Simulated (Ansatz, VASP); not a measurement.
## Two plane-wave programs on Nb2Br

```
Nb Br
1.0
     0.00000    4.36829    3.69944
     3.70000    0.00000    3.69944
     3.70000    4.36829    0.00000
Nb Br
4 2
Direct
  0.09546 0.40454 0.09546
  0.40454 0.09546 0.40454
  0.15454 0.84546 0.15454
  0.84546 0.15454 0.84546
  0.75000 0.75000 0.75000
  0.50000 0.50000 0.50000
```

Alike in both runs: functional PBE; k mesh 4 × 4 × 4; occupations gaussian, width 0.1 eV; no spin polarisation.

Ansatz relaxed the structure, and its values are those at the end. VASP's run is a single point on that final structure, the one shown.

|  | VASP | Ansatz |
| --- | --- | --- |
| version | VASP 6.6.1 | Ansatz 0.2.0 |
| potentials or method | VASP PAW PBE potentials, release 64 (Nb_sv, Br), cutoff 520 eV | scalar-relativistic, plane waves, PAW |
| valence electrons in the cell | 66 | 66 |

Ansatz gave:

```
gap on the k mesh at the Fermi level (eV) : none
pressure (GPa)                            : -0.3
```

**Question.** Estimate VASP's values.

**Answer.** gap on the k mesh at the Fermi level (eV): none; pressure (GPa): -0.5.

A gap of «none» marks a metal or a gap that the smearing closes.
